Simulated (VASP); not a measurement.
# Bi2Se3 (P4/mmm) in VASP: further runs, part 2 of 3

VASP 6.6.1. Earlier steps stand in the parts before.

### Step 3. Single point, PBE

This run uses another cell than the first one, of 37.90 Å³/atom.

The input, INCAR:

```
ALGO = Normal
EDIFF = 1E-6
ENCUT = 520
GGA = PE
ISIF = 2
ISMEAR = 0
LASPH = T
LCHARG = T
LELF = T
LREAL = F
LVHAR = T
LWAVE = F
NBANDS = 32
NELM = 80
PREC = Accurate
SIGMA = 0.1
```

The input, KPOINTS:

```
k-points
0
Gamma
  4 4 2
```

The input, POSCAR:

```
Bi2Se3
1.0
    4.1467689083      0.0000000000      0.0000000000
    0.0000000000      4.1467689083      0.0000000000
    0.0000000000      0.0000000000     11.0214328324
Bi Se
2 3
Direct
    0.0000000000      0.0000000000      0.0000000000
    0.5000000000      0.5000000000      0.5000000000
    0.0000000000      0.0000000000      0.5000000000
    0.0000000000      0.0000000000      0.7637688908
    0.0000000000      0.0000000000      0.2362311092
```

Potentials or basis: VASP PAW PBE potentials, release 64 (Bi_d, Se).

Started as:

```
$ cat potpaw_PBE.64/Bi_d/POTCAR potpaw_PBE.64/Se/POTCAR > POTCAR
$ mpirun -np 1 vasp_std > vasp.out
```

OUTCAR:

```text
EDIFF = 1E-6
   ENCUT = 520
   GGA = PE
   ISIF = 2
   ISMEAR = 0
   LASPH = T
   LREAL = F
   NELM = 80
   PREC = Accurate

 ion  position               nearest neighbor table
   1  0.000  0.000  0.000-   4 2.60   5 2.60
   2  0.500  0.500  0.500-   3 2.93   3 2.93   3 2.93   3 2.93
   3  0.000  0.000  0.500-   2 2.93   2 2.93   2 2.93   2 2.93
   4  0.000  0.000  0.764-   1 2.60
   5  0.000  0.000  0.236-   1 2.60

  LATTYP: Found a simple tetragonal cell.
 ALAT       =     4.1467689083
 C/A-ratio  =     2.6578362759

  Lattice vectors:

 A1 = (   4.1467689083,   0.0000000000,   0.0000000000)
 A2 = (   0.0000000000,   4.1467689083,   0.0000000000)
 A3 = (   0.0000000000,   0.0000000000,  11.0214328324)

Analysis of symmetry for initial positions (statically):
=====================================================================
 Subroutine PRICEL returns:
 Original cell was already a primitive cell.

 Routine SETGRP: Setting up the symmetry group for a
 simple tetragonal supercell.

 Subroutine GETGRP returns: Found 16 space group operations
 (whereof 16 operations were pure point group operations)
 out of a pool of 16 trial point group operations.

The static configuration has the point symmetry D_4h.

Analysis of symmetry for dynamics (positions and initial velocities):
=====================================================================
 Subroutine PRICEL returns:
 Original cell was already a primitive cell.

 Routine SETGRP: Setting up the symmetry group for a
 simple tetragonal supercell.

 Subroutine GETGRP returns: Found 16 space group operations
 (whereof 16 operations were pure point group operations)
 out of a pool of 16 trial point group operations.

The dynamic configuration has the point symmetry D_4h.

 Subroutine INISYM returns: Found 16 space group operations
 (whereof 16 operations are pure point group operations),
 and found     1 'primitive' translations

----------------------------------------------------------------------------------------

                                     Primitive cell

  volume of cell :     189.5212

  direct lattice vectors                    reciprocal lattice vectors
     4.146768908  0.000000000  0.000000000     0.241151610  0.000000000  0.000000000
     0.000000000  4.146768908  0.000000000     0.000000000  0.241151610  0.000000000
     0.000000000  0.000000000 11.021432832     0.000000000  0.000000000  0.090732305

  length of vectors
     4.146768908  4.146768908 11.021432832     0.241151610  0.241151610  0.090732305

  position of ions in fractional coordinates (direct lattice)
     0.000000000  0.000000000  0.000000000
     0.500000000  0.500000000  0.500000000
     0.000000000  0.000000000  0.500000000
     0.000000000  0.000000000  0.763768891
     0.000000000  0.000000000  0.236231109

  ion indices of the primitive-cell ions
   primitive index   ion index
                 1           1
                 2           2
                 3           3
                 4           4
                 5           5

----------------------------------------------------------------------------------------

 KPOINTS: k-points
[... 26 lines left out ...]
  0.250000  0.000000  0.000000      4.000000
  0.500000  0.000000  0.000000      2.000000
  0.250000  0.250000  0.000000      4.000000
  0.500000  0.250000  0.000000      4.000000
  0.500000  0.500000  0.000000      1.000000
  0.000000  0.000000  0.500000      1.000000
  0.250000  0.000000  0.500000      4.000000
  0.500000  0.000000  0.500000      2.000000
  0.250000  0.250000  0.500000      4.000000
  0.500000  0.250000  0.500000      4.000000
  0.500000  0.500000  0.500000      1.000000
   k-points           NKPTS =     12   k-points in BZ     NKDIM =     12   number of bands    NBANDS=     32
   number of dos      NEDOS =    301   number of ions     NIONS =      5
   total plane-waves  NPLWV =  86016
   dimension x,y,z NGX =    32 NGY =   32 NGZ =   84
   dimension x,y,z NGXF=    64 NGYF=   64 NGZF=  168
   ions per type =               2   3
   NGX,Y,Z   is equivalent  to a cutoff of  12.83, 12.83, 12.67 a.u.
   NGXF,Y,Z  is equivalent  to a cutoff of  25.66, 25.66, 25.34 a.u.
 SYSTEM =  unknown system
   PREC   = accura    normal or accurate (medium, high low for compatibility)
   ISTART =      0    job   : 0-new  1-cont  2-samecut
   ICHARG =      2    charge: 1-file 2-atom 10-const
   ISPIN  =      1    spin polarized calculation?
   LNONCOLLINEAR =      F non collinear calculations
   LSORBIT =      F    spin-orbit coupling
   LASPH  =      T    aspherical Exc in radial PAW
   ENCUT  =  520.0 eV  38.22 Ry    6.18 a.u.   7.71  7.71 20.49*2*pi/ulx,y,z
   NELM   =     80;   NELMIN=  2; NELMDL= -5     # of ELM steps
   EDIFF  = 0.1E-05   stopping-criterion for ELM
   LREAL  =      F    real-space projection
   EDIFFG = 0.1E-04   stopping-criterion for IOM
   NSW    =      0    number of steps for IOM
   IBRION =     -1    ionic relax: 0-MD 1-quasi-New 2-CG
   NFREE  =      0    steps in history (QN), initial steepest desc. (CG)
   ISIF   =      2    stress and relaxation
   ISYM   =      2    0-nonsym 1-usesym 2-fastsym
   POTIM  = 0.5000    time-step for ionic-motion
   TEBEG  =    0.0;   TEEND  =   0.0 temperature during run
   PSTRESS=    0.0 pullay stress
   NELECT =      48.0000    total number of electrons
   NUPDOWN=      -1.0000    fix difference up-down
   EMIN   =  10.00;   EMAX   =-10.00  energy-range for DOS
   EFERMI =   0.00;   METHOD = LEGACY
   ISMEAR =     0;   SIGMA  =   0.10  broadening in eV -4-tet -1-fermi 0-gaus
   EFERMI_NEDOS =   21; number of points for ismear=-14 and -15
   IALGO  =     38    algorithm
   IMIX   =      4    mixing-type and parameters
     AMIX     =   0.40;   BMIX     =  1.00
     AMIX_MAG =   1.60;   BMIX_MAG =  1.00
  volume/ion in A,a.u.               =      37.90       255.79
  Fermi-wavevector in a.u.,A,eV,Ry     =   1.035784  1.957349 14.596999  1.072849
  Thomas-Fermi vector in A             =   2.170144
   LORBIT       =      0    0 simple, 1 ext, 2 COOP (PROOUT), +10 PAW based schemes
   GGA     = PE    functional components
   LHFCALC =     F    Hartree Fock is set to
   AEXX    =    0.0000 exact exchange contribution
   IVDW    =     0    specifies the selected vdW correction
   LEPSILON=     F    determine dielectric tensor
   LRPA    =     F    only Hartree local field effects (RPA)
 non-spin polarized calculation
 Gauss-broadening in eV      SIGMA  =   0.10
  energy-cutoff  :      520.00
  volume of cell :      189.52
 maximum number of plane-waves:      5121
 NGX is ok and might be reduce to    32
   NGX = 15   NGY = 15   NGZ = 41

 number of electron      47.9999984 magnetization

 Free energy of the ion-electron system (eV)
  ---------------------------------------------------
  ext. energy  EPLUGINS =         0.00000000
  ---------------------------------------------------
  free energy    TOTEN  =       -16.03081901 eV

  energy without entropy =      -15.99359345  energy(sigma->0) =      -16.01220623

 E-fermi :   2.2506     XC(G=0):  -8.1027

 val. band max:        2.2380823727   @ k =   0.5000   0.5000   0.0000
 cond. band min:       2.2631966712   @ k =   0.5000   0.2500   0.0000
 fundamental gap:      0.0251142985
 Fermi energy:         2.2506030741

 k-point     1 :       0.0000    0.0000    0.0000
  band No.  band energies     occupation
      1     -21.2157      2.00000
      2     -21.2077      2.00000
      3     -21.1673      2.00000
      4     -21.1517      2.00000
      5     -21.1517      2.00000
      6     -20.5116      2.00000
[... 409 lines left out ...]
     31       7.7617      0.00000
     32       7.7620      0.00000

------------------------ aborting loop because EDIFF is reached ----------------------------------------

  FORCE on cell =-STRESS in cart. coord.  units (eV):
  Direction    XX          YY          ZZ          XY          YZ          ZX
  --------------------------------------------------------------------------------------
  -------------------------------------------------------------------------------------
  Total       -0.0037637     -0.0037637      0.1793740      0.0000000     -0.0000000      0.0000000
  in kB       -0.0318175     -0.0318175      1.5163953      0.0000000     -0.0000000      0.0000000
  external PRESSURE =       0.4842534 kB  Pullay stress =       0.0000000 kB

 VOLUME and BASIS-vectors are now :
 -----------------------------------------------------------------------------
  energy-cutoff  :      520.00
  volume of cell :      189.52
      direct lattice vectors                 reciprocal lattice vectors
     4.146768908  0.000000000  0.000000000     0.241151610  0.000000000  0.000000000
     0.000000000  4.146768908  0.000000000     0.000000000  0.241151610  0.000000000
     0.000000000  0.000000000 11.021432832     0.000000000  0.000000000  0.090732305

 POSITION                                       TOTAL-FORCE (eV/Angst)
 -----------------------------------------------------------------------------------
      0.00000      0.00000      0.00000         0.000000      0.000000      0.000000
      2.07338      2.07338      5.51072         0.000000      0.000000      0.000000
      0.00000      0.00000      5.51072         0.000000      0.000000      0.000000
      0.00000      0.00000      8.41783         0.000000     -0.000000     -0.029844
      0.00000      0.00000      2.60361        -0.000000      0.000000      0.029844
 -----------------------------------------------------------------------------------
    total drift:                                0.000000      0.000000      0.000000

  FREE ENERGIE OF THE ION-ELECTRON SYSTEM (eV)
  ---------------------------------------------------
  free  energy   TOTEN  =       -16.0308190093 eV

  energy  without entropy=      -15.9935934482  energy(sigma->0) =      -16.01220623
```

stdout:

```text
POSCAR found type information on POSCAR BiSe
 POSCAR found :  2 types and       5 ions
 scaLAPACK will be used
 LDA part: xc-table for (Slater+PW92), standard interpolation
 POSCAR, INCAR and KPOINTS ok, starting setup
 FFT: planning ... GRIDC
 FFT: planning ... GRID_SOFT
 FFT: planning ... GRID
 WAVECAR not read
 entering main loop
```

Wall time 39 s (1 thread of Intel Xeon 6975P-C (Granite Rapids), shared host); peak memory 0.3 GiB.

Results:

```yaml
Free_energy: -16.0308 eV
Pressure: 0.0 GPa
Largest_force: 0.030 eV/Å
Band_gap_on_the_k_mesh: zero (bands 24 and 25 overlap by 0.59 eV)
```

Forces in eV/Å, atoms in the order of the input:
```
Bi   0.000  0.000  0.000
Bi   0.000  0.000  0.000
Se   0.000  0.000  0.000
Se   0.000  0.000 -0.030
Se   0.000  0.000  0.030
```

Caveat: the k points lie up to 0.38 Å⁻¹ apart, too coarse for converged energies and pressures of a metal; spin-orbit coupling is left out, which moves the levels of the heavy elements.

### Step 4. Relaxation of cell and atoms, PBE

The input, INCAR:

```
PREC = Accurate
ENCUT = 600
EDIFF = 1E-7
ISMEAR = 0
SIGMA = 0.1
LREAL = F
LASPH = T
NELM = 80
ALGO = Normal
ISIF = 3
LWAVE = F
LCHARG = F
GGA = PE
IBRION = 2
NSW = 90
EDIFFG = -0.04
```

The input, KPOINTS:

```
Automatic mesh
0
Gamma
  4 4 2
```

The input, POSCAR:

```
Bi2Se3
1.0
    4.0886809300      0.0000000000      0.0000000000
    0.0000000000      4.0886809300      0.0000000000
    0.0000000000      0.0000000000      8.3776622300
Bi Se
2 3
Direct
    0.0000000000      0.0000000000      0.0000000000
    0.5000000000      0.5000000000      0.5000000000
    0.0000000000      0.0000000000      0.5000000000
    0.0000000000      0.0000000000      0.7623586300
    0.0000000000      0.0000000000      0.2376413700
```

Potentials or basis: VASP PAW PBE potentials, release 64 (Bi_d, Se).

Started as:

```
$ cat potpaw_PBE.64/Bi_d/POTCAR potpaw_PBE.64/Se/POTCAR > POTCAR
$ mpirun -np 1 vasp_std > vasp.out
```

OUTCAR:

```text
PREC = Accurate
   ENCUT = 600
   EDIFF = 1E-7
   ISMEAR = 0
   LREAL = F
   LASPH = T
   NELM = 80
   ISIF = 3
   GGA = PE
   IBRION = 2
   NSW = 90
   EDIFFG = -0.04

 ion  position               nearest neighbor table
   1  0.000  0.000  0.000-   4 1.99   5 1.99
   2  0.500  0.500  0.500-   3 2.89   3 2.89   3 2.89   3 2.89
   3  0.000  0.000  0.500-   4 2.20   5 2.20   2 2.89   2 2.89   2 2.89   2 2.89
   4  0.000  0.000  0.762-   1 1.99   3 2.20
   5  0.000  0.000  0.238-   1 1.99   3 2.20

  LATTYP: Found a simple tetragonal cell.
 ALAT       =     4.0886809300
 C/A-ratio  =     2.0489889951

  Lattice vectors:

 A1 = (   4.0886809300,   0.0000000000,   0.0000000000)
 A2 = (   0.0000000000,   4.0886809300,   0.0000000000)
[... 175 lines left out ...]
 val. band max:        6.1218568690   @ k =   0.2500   0.2500   0.5000
 cond. band min:       6.1883103498   @ k =   0.5000   0.2500   0.5000
 fundamental gap:      0.0664534808
 Fermi energy:         6.1548452032
[... 859 lines left out ...]
  FREE ENERGIE OF THE ION-ELECTRON SYSTEM (eV)
  ---------------------------------------------------
  free  energy   TOTEN  =       -12.6645511863 eV

  energy  without entropy=      -12.6118665906  energy(sigma->0) =      -12.63820889

[... ionic steps 4 to 25 ...]

--------------------------------------- Ionic step       26  -------------------------------------------

 number of electron      47.9999988 magnetization

------------------------ aborting loop because EDIFF is reached ----------------------------------------
[... 73 lines left out ...]
--------------------------------------- Ionic step       28  -------------------------------------------

 number of electron      47.9999986 magnetization

 Free energy of the ion-electron system (eV)
  ---------------------------------------------------
  ext. energy  EPLUGINS =         0.00000000
  ---------------------------------------------------
  free energy    TOTEN  =       -16.02084286 eV

  energy without entropy =      -15.98261283  energy(sigma->0) =      -16.00172785

 E-fermi :   2.2605     XC(G=0):  -8.1272

 val. band max:        2.2539162717   @ k =   0.5000   0.5000   0.0000
 cond. band min:       2.2806484135   @ k =   0.5000   0.2500   0.0000
 fundamental gap:      0.0267321418
 Fermi energy:         2.2605130925
[... 402 lines left out ...]
  FREE ENERGIE OF THE ION-ELECTRON SYSTEM (eV)
  ---------------------------------------------------
  free  energy   TOTEN  =       -16.0208428648 eV

  energy  without entropy=      -15.9826128330  energy(sigma->0) =      -16.00172785

 reached required accuracy - stopping structural energy minimisation
```

OSZICAR:

```text
N       E                     dE             d eps       ncg     rms          rms(c)
DAV:   1     0.543870004753E+03    0.54387E+03   -0.24810E+04   672   0.195E+03
DAV:   2     0.621888377102E+02   -0.48168E+03   -0.46907E+03   704   0.486E+02
DAV:   3    -0.260476945380E+01   -0.64794E+02   -0.60569E+02   812   0.183E+02
[... 444 lines left out ...]
DAV:   7    -0.160208434892E+02    0.30144E-05   -0.69679E-06   812   0.236E-02    0.495E-03
DAV:   8    -0.160208423103E+02    0.11789E-05   -0.11360E-06   688   0.690E-03    0.112E-03
DAV:   9    -0.160208427519E+02   -0.44166E-06   -0.16048E-07   508   0.259E-03    0.405E-04
DAV:  10    -0.160208428917E+02   -0.13980E-06   -0.49763E-08   356   0.172E-03    0.196E-04
DAV:  11    -0.160208428648E+02    0.26961E-07   -0.11454E-08   344   0.873E-04
  28 F= -.16020843E+02 E0= -.16001728E+02  d E =-.221610E-02
```

Run time: 16 min. Hardware: 1 thread of Intel Xeon 6975P-C (Granite Rapids), shared host; peak memory 0.33 GiB.

Results:

```yaml
Free_energy: -16.0208 eV
Relaxed_volume: 37.74 Å³/atom
Relaxed_cell: a = 4.134 Å, b = 4.134 Å, c = 11.044 Å, α = 90.00°, β = 90.00°, γ = 90.00°
Space_group_after_relaxing_to_0.1_Å: P4/mmm (No. 123)
Energy_gained_by_relaxing: 2115.9 meV/atom
Ionic_steps: 28
Pressure_after_relaxing: 0.0 GPa
Largest_force_after_relaxing: 0.021 eV/Å
Band_gap_on_the_k_mesh: zero (bands 24 and 25 overlap by 0.56 eV)
```

Forces in eV/Å, atoms in the order of the input:
```
Bi   0.000  0.000  0.000
Bi   0.000  0.000  0.000
Se   0.000  0.000  0.000
Se   0.000  0.000  0.021
Se   0.000  0.000 -0.021
```

Step by step:
```csv
step,energy change (eV),largest force (eV/Å),pressure (GPa),volume (Å³)
1,0.0000,15.1229,45.15,140.05
2,-5.3991,1.3332,-7.60,315.85
3,-7.2234,1.0922,-4.86,281.03
4,-7.6352,0.8723,-4.27,267.91
5,-8.6602,0.3588,-3.14,229.09
6,-9.0874,4.1662,2.71,183.47
7,-9.1134,2.1052,-1.04,204.26
8,-9.1463,2.4420,-0.52,200.40
9,-9.5071,0.8010,-1.95,198.28
10,-9.5080,0.7593,-1.98,198.18
11,-9.7723,1.0065,-0.49,185.44
12,-9.9306,1.2617,3.30,167.25
13,-10.0567,1.1724,3.69,165.64
14,-10.1206,0.0471,5.96,160.68
15,-10.1747,0.6817,4.73,162.89
16,-10.3712,0.4642,2.53,170.22
17,-10.4909,0.3982,0.35,180.44
18,-10.5037,0.4058,-0.33,184.58
19,-10.5043,0.4098,-0.47,185.57
20,-10.5157,0.3720,-0.35,185.35
21,-10.5428,0.2861,0.09,184.69
22,-10.5605,0.0440,1.00,183.38
23,-10.5623,0.0961,0.73,183.77
24,-10.5712,0.0364,0.58,184.85
25,-10.5775,0.0658,0.34,186.78
26,-10.5775,0.0712,0.33,186.90
27,-10.5790,0.0358,0.19,187.57
28,-10.5797,0.0214,-0.03,188.69
```

Final structure:
```cif
data_structure
_symmetry_space_group_name_H-M 'P 1'
_symmetry_Int_Tables_number 1
_cell_length_a 4.1335
_cell_length_b 4.1335
_cell_length_c 11.0436
_cell_angle_alpha 90.000
_cell_angle_beta 90.000
_cell_angle_gamma 90.000
_cell_volume 188.69
loop_
_atom_site_label
_atom_site_type_symbol
_atom_site_fract_x
_atom_site_fract_y
_atom_site_fract_z
_atom_site_occupancy
Bi1 Bi 0.00000 0.00000 0.00000 1
Bi2 Bi 0.50000 0.50000 0.50000 1
Se1 Se 0.00000 0.00000 0.50000 1
Se2 Se 0.00000 0.00000 0.76238 1
Se3 Se 0.00000 0.00000 0.23762 1
```

Caveat: the k points lie up to 0.38 Å⁻¹ apart in the final cell, too coarse for converged energies and pressures of a metal; the volume moved by over 15 % at a fixed basis, so the end points are rough; spin-orbit coupling is left out, which moves the levels of the heavy elements.

(Continued in part 3 of 3.)
